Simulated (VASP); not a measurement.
# Ag (I-43d) in VASP: a series of runs

Ag is run at these levels: r2SCAN, PBE; tasks: single point, relaxation of cell and atoms.

Program: VASP 6.6.1. These are calculated values, not measurements. Logs are shortened: lines on timing, memory, paths and dates and some standing lists are left out, and cuts for length are marked.

## 1. The cell of the first run

Symmetry: I-43d, No. 220, cubic system. The conventional cell has a = 6.613 Å, b = 6.613 Å, c = 6.613 Å, α = 90.00°, β = 90.00°, γ = 90.00°. Ag (site symmetry 3) has 14 Ag at 2.86 to 3.62 Å within 3.8 Å.

## 2. Single point, r2SCAN

Contents of POSCAR:

```
Ag
1.0
   -3.3063592830      3.3063592830      3.3063592830
    3.3063592830     -3.3063592830      3.3063592830
    3.3063592830      3.3063592830     -3.3063592830
Ag
8
Direct
    0.5000000000      0.0000000000      0.4538186822
    0.4538186822      0.5000000000      0.0000000000
    0.0000000000      0.9538186822      0.5000000000
    0.9538186822      0.5000000000      0.0000000000
    0.0000000000      0.4538186822      0.5000000000
    0.5000000000      0.0000000000      0.9538186822
    0.5461813178      0.5461813178      0.5461813178
    0.0461813178      0.0461813178      0.0461813178
```

Contents of INCAR.step1:

```
PREC = Accurate ; ENCUT = 520
ISMEAR = 0 ; SIGMA = 0.1
LREAL = False ; LASPH = True
NELM = 100 ; NBANDS = 54
GGA = PE ; ALGO = Normal
EDIFF = 1E-4 ; LWAVE = True
LCHARG = False
```

Contents of INCAR.step2:

```
PREC = Accurate ; ENCUT = 520
EDIFF = 1E-7 ; ISMEAR = 0
SIGMA = 0.1 ; LREAL = False
LASPH = True ; NELM = 100
ALGO = Normal ; ISIF = 2
LWAVE = False ; LCHARG = True
METAGGA = R2SCAN ; LMIXTAU = True
LELF = True ; LVHAR = True
NBANDS = 54 ; ISTART = 1
```

Contents of KPOINTS:

```
regular mesh
0
Gamma
  8 8 8
```

Potentials or basis: VASP PAW PBE potentials, release 64 (Ag).

Command:

```bash
cat potpaw_PBE.64/Ag/POTCAR > POTCAR
cp INCAR.step1 INCAR
mpirun -np 1 vasp_std > vasp.out
cp INCAR.step2 INCAR
mpirun -np 1 vasp_std > vasp.out
```

OUTCAR:

```text
PREC = Accurate
   ENCUT = 520
   EDIFF = 1E-7
   ISMEAR = 0
   LREAL = False
   LASPH = True
   NELM = 100
   ISIF = 2
   METAGGA = R2SCAN
   ISTART = 1

 ion  position               nearest neighbor table
   1  0.500  0.000  0.454-   6 2.86   6 2.86   3 2.90   7 2.90   7 2.90   4 2.90   3 2.90   4 2.90
                             2 3.02   8 3.02   5 3.02
   2  0.454  0.500  0.000-   4 2.86   4 2.86   3 2.90   6 2.90   3 2.90   7 2.90   7 2.90   6 2.90
                             1 3.02   8 3.02   5 3.02
   3  0.000  0.954  0.500-   5 2.86   5 2.86   2 2.90   8 2.90   1 2.90   2 2.90   8 2.90   1 2.90
                             7 3.02   6 3.02   4 3.02
   4  0.954  0.500  0.000-   2 2.86   2 2.86   5 2.90   8 2.90   5 2.90   1 2.90   8 2.90   1 2.90
                             6 3.02   3 3.02   7 3.02
   5  0.000  0.454  0.500-   3 2.86   3 2.86   4 2.90   7 2.90   4 2.90   7 2.90   6 2.90   6 2.90
                             8 3.02   1 3.02   2 3.02
   6  0.500  0.000  0.954-   1 2.86   1 2.86   8 2.90   2 2.90   8 2.90   5 2.90   2 2.90   5 2.90
                             4 3.02   3 3.02   7 3.02
   7  0.546  0.546  0.546-   8 2.86   8 2.86   1 2.90   2 2.90   1 2.90   5 2.90   5 2.90   2 2.90
                             6 3.02   4 3.02   3 3.02
   8  0.046  0.046  0.046-   7 2.86   7 2.86   4 2.90   3 2.90   4 2.90   6 2.90   6 2.90   3 2.90
                             1 3.02   2 3.02   5 3.02

  LATTYP: Found a body centered cubic cell.
 ALAT       =     6.6127185660

  Lattice vectors:

 A1 = (  -3.3063592830,   3.3063592830,   3.3063592830)
 A2 = (   3.3063592830,  -3.3063592830,   3.3063592830)
 A3 = (   3.3063592830,   3.3063592830,  -3.3063592830)

Analysis of symmetry for initial positions (statically):
=====================================================================
 Subroutine PRICEL returns:
 Original cell was already a primitive cell.

 Routine SETGRP: Setting up the symmetry group for a
 body centered cubic supercell.

 Subroutine GETGRP returns: Found 24 space group operations
 (whereof  3 operations were pure point group operations)
 out of a pool of 48 trial point group operations.

The static configuration has the point symmetry C_3 .
 The point group associated with its full space group is T_d .

Analysis of symmetry for dynamics (positions and initial velocities):
=====================================================================
 Subroutine PRICEL returns:
 Original cell was already a primitive cell.

 Routine SETGRP: Setting up the symmetry group for a
 body centered cubic supercell.

 Subroutine GETGRP returns: Found 24 space group operations
 (whereof  3 operations were pure point group operations)
 out of a pool of 48 trial point group operations.

The dynamic configuration has the point symmetry C_3 .
 The point group associated with its full space group is T_d .

 Subroutine INISYM returns: Found 24 space group operations
 (whereof  3 operations are pure point group operations),
 and found     1 'primitive' translations

----------------------------------------------------------------------------------------

                                     Primitive cell

  volume of cell :     144.5806

  direct lattice vectors                    reciprocal lattice vectors
    -3.306359283  3.306359283  3.306359283     0.000000000  0.151223735  0.151223735
     3.306359283 -3.306359283  3.306359283     0.151223735  0.000000000  0.151223735
     3.306359283  3.306359283 -3.306359283     0.151223735  0.151223735  0.000000000

  length of vectors
     5.726782266  5.726782266  5.726782266     0.213862657  0.213862657  0.213862657

  position of ions in fractional coordinates (direct lattice)
     0.500000000  0.000000000  0.453818682
     0.453818682  0.500000000  0.000000000
     0.000000000  0.953818682  0.500000000
     0.953818682  0.500000000  0.000000000
     0.000000000  0.453818682  0.500000000
     0.500000000  0.000000000  0.953818682
     0.546181318  0.546181318  0.546181318
     0.046181318  0.046181318  0.046181318

  ion indices of the primitive-cell ions
   primitive index   ion index
                 1           1
                 2           2
                 3           3
                 4           4
                 5           5
                 6           6
                 7           7
                 8           8

----------------------------------------------------------------------------------------

 KPOINTS: regular mesh

Automatic generation of k-mesh.
 Grid dimensions read from file:
 generate k-points for:    8    8    8

 Generating k-lattice:

  Cartesian coordinates                     Fractional coordinates (reciprocal lattice)
     0.000000000  0.018902967  0.018902967     0.125000000  0.000000000  0.000000000
     0.018902967  0.000000000  0.018902967     0.000000000  0.125000000  0.000000000
     0.018902967  0.018902967  0.000000000     0.000000000  0.000000000  0.125000000

  Length of vectors
     0.026732832  0.026732832  0.026732832

  Shift w.r.t. Gamma in fractional coordinates (k-lattice)
     0.000000000  0.000000000  0.000000000

 Subroutine IBZKPT returns following result:
 ===========================================

 Found     29 irreducible k-points:

 Following reciprocal coordinates:
            Coordinates               Weight
  0.000000  0.000000  0.000000      1.000000
  0.125000  0.000000  0.000000     12.000000
  0.250000  0.000000  0.000000     12.000000
  0.375000  0.000000  0.000000     12.000000
  0.500000  0.000000  0.000000      6.000000
  0.125000  0.125000  0.000000     24.000000
[... 16 lines left out ...]
 -0.250000  0.250000  0.250000      6.000000
 -0.375000  0.375000  0.250000     24.000000
 [... further k-points ...]
   k-points           NKPTS =     29   k-points in BZ     NKDIM =     29   number of bands    NBANDS=     54
   number of dos      NEDOS =    301   number of ions     NIONS =      8
   total plane-waves  NPLWV = 110592
   dimension x,y,z NGX =    48 NGY =   48 NGZ =   48
   dimension x,y,z NGXF=    96 NGYF=   96 NGZF=   96
   ions per type =               8
   NGX,Y,Z   is equivalent  to a cutoff of  13.93, 13.93, 13.93 a.u.
   NGXF,Y,Z  is equivalent  to a cutoff of  27.87, 27.87, 27.87 a.u.
 SYSTEM =  unknown system
   PREC   = accura    normal or accurate (medium, high low for compatibility)
   ISTART =      1    job   : 0-new  1-cont  2-samecut
   ICHARG =      0    charge: 1-file 2-atom 10-const
   ISPIN  =      1    spin polarized calculation?
   LNONCOLLINEAR =      F non collinear calculations
   LSORBIT =      F    spin-orbit coupling
   LASPH  =      T    aspherical Exc in radial PAW
   ENCUT  =  520.0 eV  38.22 Ry    6.18 a.u.  10.65 10.65 10.65*2*pi/ulx,y,z
   NELM   =    100;   NELMIN=  2; NELMDL=  0     # of ELM steps
   EDIFF  = 0.1E-06   stopping-criterion for ELM
   LREAL  =      F    real-space projection
   EDIFFG = 0.1E-05   stopping-criterion for IOM
   NSW    =      0    number of steps for IOM
   IBRION =     -1    ionic relax: 0-MD 1-quasi-New 2-CG
   NFREE  =      0    steps in history (QN), initial steepest desc. (CG)
   ISIF   =      2    stress and relaxation
   ISYM   =      2    0-nonsym 1-usesym 2-fastsym
   POTIM  = 0.5000    time-step for ionic-motion
   TEBEG  =    0.0;   TEEND  =   0.0 temperature during run
   PSTRESS=    0.0 pullay stress
   NELECT =      88.0000    total number of electrons
   NUPDOWN=      -1.0000    fix difference up-down
   EMIN   =  10.00;   EMAX   =-10.00  energy-range for DOS
   EFERMI =   0.00;   METHOD = LEGACY
   ISMEAR =     0;   SIGMA  =   0.10  broadening in eV -4-tet -1-fermi 0-gaus
   EFERMI_NEDOS =   21; number of points for ismear=-14 and -15
   IALGO  =     38    algorithm
   IMIX   =      4    mixing-type and parameters
     AMIX     =   0.40;   BMIX     =  1.00
     AMIX_MAG =   1.60;   BMIX_MAG =  1.00
  volume/ion in A,a.u.               =      18.07       121.96
  Fermi-wavevector in a.u.,A,eV,Ry     =   1.387391  2.621790 26.189243  1.924855
  Thomas-Fermi vector in A             =   2.511617
   LORBIT       =      0    0 simple, 1 ext, 2 COOP (PROOUT), +10 PAW based schemes
   METAGGA = R2SCAN    functional components
   LHFCALC =     F    Hartree Fock is set to
   AEXX    =    0.0000 exact exchange contribution
   IVDW    =     0    specifies the selected vdW correction
   LEPSILON=     F    determine dielectric tensor
   LRPA    =     F    only Hartree local field effects (RPA)
 non-spin polarized calculation
 Gauss-broadening in eV      SIGMA  =   0.10
  energy-cutoff  :      520.00
  volume of cell :      144.58
 maximum number of plane-waves:      3925
 NGX is ok and might be reduce to    48
   NGX = 21   NGY = 21   NGZ = 21

 number of electron      88.0000006 magnetization

 Free energy of the ion-electron system (eV)
  ---------------------------------------------------
  ext. energy  EPLUGINS =         0.00000000
  ---------------------------------------------------
  free energy    TOTEN  =      -170.55858335 eV

  energy without entropy =     -170.54361082  energy(sigma->0) =     -170.55109708

 E-fermi :   7.6601     XC(G=0): -12.5582

 val. band max:        7.6592970442   @ k =  -0.2500   0.3750   0.1250
 cond. band min:       7.6615161817   @ k =   0.3750   0.0000   0.0000
 fundamental gap:      0.0022191375
 Fermi energy:         7.6601185358

 k-point     1 :       0.0000    0.0000    0.0000
  band No.  band energies     occupation
      1       0.1379      2.00000
      2       1.3373      2.00000
      3       1.3373      2.00000
      4       1.3373      2.00000
      5       1.3463      2.00000
      6       1.3463      2.00000
[... 46 lines left out ...]
     53      11.4350      0.00000
     54      15.3036      0.00000

 k-point     2 :       0.1250    0.0000    0.0000
  band No.  band energies     occupation
      1       0.2651      2.00000
      2       1.3010      2.00000
      3       1.3077      2.00000
      4       1.3577      2.00000
      5       1.3863      2.00000
      6       1.4140      2.00000
[... 1246 lines left out ...]
 k-point    24 :      -0.3750    0.3750    0.2500
  band No.  band energies     occupation
      1       1.5285      2.00000
      2       1.6038      2.00000
      3       1.6919      2.00000
      4       1.7408      2.00000
      5       1.7481      2.00000
      6       1.7920      2.00000
[... 46 lines left out ...]
     53      15.9817      0.00000
     54      16.6321      0.00000

 [... further k-points ...]

------------------------ aborting loop because EDIFF is reached ----------------------------------------

  FORCE on cell =-STRESS in cart. coord.  units (eV):
  Direction    XX          YY          ZZ          XY          YZ          ZX
  --------------------------------------------------------------------------------------
  -------------------------------------------------------------------------------------
  Total       -2.5846067     -2.5846067     -2.5846067      0.0000000     -0.0000000      0.0000000
  in kB      -28.6414452    -28.6414452    -28.6414452      0.0000000     -0.0000000      0.0000000
  external PRESSURE =     -28.6414452 kB  Pullay stress =       0.0000000 kB

 VOLUME and BASIS-vectors are now :
 -----------------------------------------------------------------------------
  energy-cutoff  :      520.00
  volume of cell :      144.58
      direct lattice vectors                 reciprocal lattice vectors
    -3.306359283  3.306359283  3.306359283     0.000000000  0.151223735  0.151223735
     3.306359283 -3.306359283  3.306359283     0.151223735  0.000000000  0.151223735
     3.306359283  3.306359283 -3.306359283     0.151223735  0.151223735  0.000000000

 POSITION                                       TOTAL-FORCE (eV/Angst)
 -----------------------------------------------------------------------------------
     -0.15269      3.15367      0.15269        -0.004846     -0.004846      0.004846
      0.15269     -0.15269      3.15367         0.004846     -0.004846     -0.004846
      4.80685     -1.50049      1.50049        -0.004846      0.004846     -0.004846
     -1.50049      1.50049      4.80685         0.004846     -0.004846     -0.004846
      3.15367      0.15269     -0.15269        -0.004846      0.004846     -0.004846
      1.50049      4.80685     -1.50049        -0.004846     -0.004846      0.004846
      1.80587      1.80587      1.80587         0.004846      0.004846      0.004846
      0.15269      0.15269      0.15269         0.004846      0.004846      0.004846
 -----------------------------------------------------------------------------------
    total drift:                                0.000000      0.000000      0.000000

  FREE ENERGIE OF THE ION-ELECTRON SYSTEM (eV)
  ---------------------------------------------------
  free  energy   TOTEN  =      -170.5585833548 eV

  energy  without entropy=     -170.5436108151  energy(sigma->0) =     -170.55109708
```

It took 20 min on 1 thread of Oxide Virtual Turin-like, shared host; peak memory 0.41 GiB.

Results:

* Free energy: -170.5586 eV
* Pressure: -2.9 GPa
* Largest force: 0.008 eV/Å
* Band gap on the k mesh: zero (bands 44 and 45 overlap by 2.65 eV)

Forces in eV/Å, atoms in the order of the input:
```
Ag  -0.005 -0.005  0.005
Ag   0.005 -0.005 -0.005
Ag  -0.005  0.005 -0.005
Ag   0.005 -0.005 -0.005
Ag  -0.005  0.005 -0.005
Ag  -0.005 -0.005  0.005
Ag   0.005  0.005  0.005
Ag   0.005  0.005  0.005
```

Caveat: the PAW data sets were made with another functional, which shifts forces and pressure a little.

## 3. Relaxation of cell and atoms, PBE

This run uses another cell than the first one, of 17.39 Å³/atom.

Contents of INCAR:

```
  PREC = Accurate
  ENCUT = 600
  EDIFF = 1E-6
  ISMEAR = 0
  SIGMA = 0.1
  LREAL = False
  LASPH = True
  NELM = 100
  ALGO = Fast
  ISIF = 3
  LWAVE = False
  LCHARG = False
  GGA = PE
  IBRION = 2
  NSW = 100
  EDIFFG = -0.01
```

KPOINTS is that of step 2.

Contents of POSCAR:

```
Ag
1.0
   -3.2639521400      3.2639521400      3.2639521400
    3.2639521400     -3.2639521400      3.2639521400
    3.2639521400      3.2639521400     -3.2639521400
Ag
8
Direct
    0.5000000000      0.0000000000      0.4513301000
    0.4513301000      0.5000000000      0.0000000000
    0.0000000000      0.9513301000      0.5000000000
    0.9513301000      0.5000000000      0.0000000000
    0.0000000000      0.4513301000      0.5000000000
    0.5000000000      0.0000000000      0.9513301000
    0.5486699000      0.5486699000      0.5486699000
    0.0486699000      0.0486699000      0.0486699000
```

Potentials or basis: VASP PAW PBE potentials, release 64 (Ag).

Command:

```bash
cat potpaw_PBE.64/Ag/POTCAR > POTCAR
mpirun -np 1 vasp_std > vasp.out
```

OUTCAR:

```text
PREC = Accurate
   ENCUT = 600
   EDIFF = 1E-6
   ISMEAR = 0
   LREAL = False
   LASPH = True
   NELM = 100
   ISIF = 3
   GGA = PE
   IBRION = 2
   NSW = 100
   EDIFFG = -0.01

 ion  position               nearest neighbor table
   1  0.500  0.000  0.451-   6 2.83   6 2.83   3 2.86   7 2.86   7 2.86   4 2.86   3 2.86   4 2.86
                             2 2.96   8 2.96   5 2.96   8 3.60   2 3.60   5 3.60
   2  0.451  0.500  0.000-   4 2.83   4 2.83   3 2.86   6 2.86   7 2.86   6 2.86   3 2.86   7 2.86
                             1 2.96   8 2.96   5 2.96   1 3.60   8 3.60   5 3.60
   3  0.000  0.951  0.500-   5 2.83   5 2.83   1 2.86   2 2.86   8 2.86   8 2.86   1 2.86   2 2.86
                             7 2.96   6 2.96   4 2.96   7 3.60   4 3.60   6 3.60
   4  0.951  0.500  0.000-   2 2.83   2 2.83   1 2.86   5 2.86   8 2.86   5 2.86   1 2.86   8 2.86
                             6 2.96   3 2.96   7 2.96   7 3.60   3 3.60   6 3.60
   5  0.000  0.451  0.500-   3 2.83   3 2.83   7 2.86   4 2.86   7 2.86   4 2.86   6 2.86   6 2.86
[... 304 lines left out ...]
 val. band max:        7.6592993729   @ k =   0.3750   0.0000   0.0000
 cond. band min:       7.6657724345   @ k =  -0.2500   0.3750   0.1250
 fundamental gap:      0.0064730616
 Fermi energy:         7.6622377747

 k-point     1 :       0.0000    0.0000    0.0000
  band No.  band energies     occupation
      1       0.3107      2.00000
      2       1.6718      2.00000
      3       1.6718      2.00000
      4       1.6718      2.00000
      5       1.6831      2.00000
      6       1.6831      2.00000
[... 1309 lines left out ...]
     51      15.2350      0.00000
     52      15.6414      0.00000

 [... further k-points ...]

------------------------ aborting loop because EDIFF is reached ----------------------------------------

  FORCE on cell =-STRESS in cart. coord.  units (eV):
  Direction    XX          YY          ZZ          XY          YZ          ZX
  --------------------------------------------------------------------------------------
  -------------------------------------------------------------------------------------
  Total       -0.0304036     -0.0304036     -0.0304036     -0.0000000     -0.0000000     -0.0000000
  in kB       -0.3374415     -0.3374415     -0.3374415     -0.0000000     -0.0000000     -0.0000000
  external PRESSURE =      -0.3374415 kB  Pullay stress =       0.0000000 kB
[... 23 lines left out ...]
  FREE ENERGIE OF THE ION-ELECTRON SYSTEM (eV)
  ---------------------------------------------------
  free  energy   TOTEN  =       -21.4875742436 eV

  energy  without entropy=      -21.4708694400  energy(sigma->0) =      -21.47922184

 reached required accuracy - stopping structural energy minimisation
```

Wall time 21 min (1 thread of Oxide Virtual Turin-like, shared host); peak memory 0.41 GiB.

What came out:

```
Free energy                           : -21.4876 eV
Relaxed volume                        : 18.04 Å³/atom
Relaxed cell                          : a = 5.724 Å, b = 5.724 Å, c = 5.724 Å, α = 109.47°, β = 109.47°, γ = 109.47°
Space group after relaxing (to 0.1 Å) : I-43d (No. 220)
Energy gained by relaxing             : 7.2 meV/atom
Ionic steps                           : 3
Pressure after relaxing               : 0.0 GPa
Largest force after relaxing          : 0.007 eV/Å
Band gap on the k mesh                : zero (bands 44 and 45 overlap by 2.49 eV)
```

Forces in eV/Å, atoms in the order of the input:
```
Ag   0.004  0.004 -0.004
Ag  -0.004  0.004  0.004
Ag   0.004 -0.004  0.004
Ag  -0.004  0.004  0.004
Ag   0.004 -0.004  0.004
Ag   0.004  0.004 -0.004
Ag  -0.004 -0.004 -0.004
Ag  -0.004 -0.004 -0.004
```

The path:
```tsv
step	energy change (eV)	largest force (eV/Å)	pressure (GPa)	volume (Å³)
1	0.0000	0.0204	3.67	139.09
2	-0.0424	0.0021	-1.67	147.27
3	-0.0580	0.0074	-0.03	144.36
```

Final structure:
```
CELL_PARAMETERS angstrom
-3.30465 3.30465 3.30465
3.30465 -3.30465 3.30465
3.30465 3.30465 -3.30465
ATOMIC_POSITIONS crystal
Ag 0.50000 0.00000 0.45144
Ag 0.45144 0.50000 0.00000
Ag 0.00000 0.95144 0.50000
Ag 0.95144 0.50000 0.00000
Ag 0.00000 0.45144 0.50000
Ag 0.50000 0.00000 0.95144
Ag 0.54856 0.54856 0.54856
Ag 0.04856 0.04856 0.04856
```
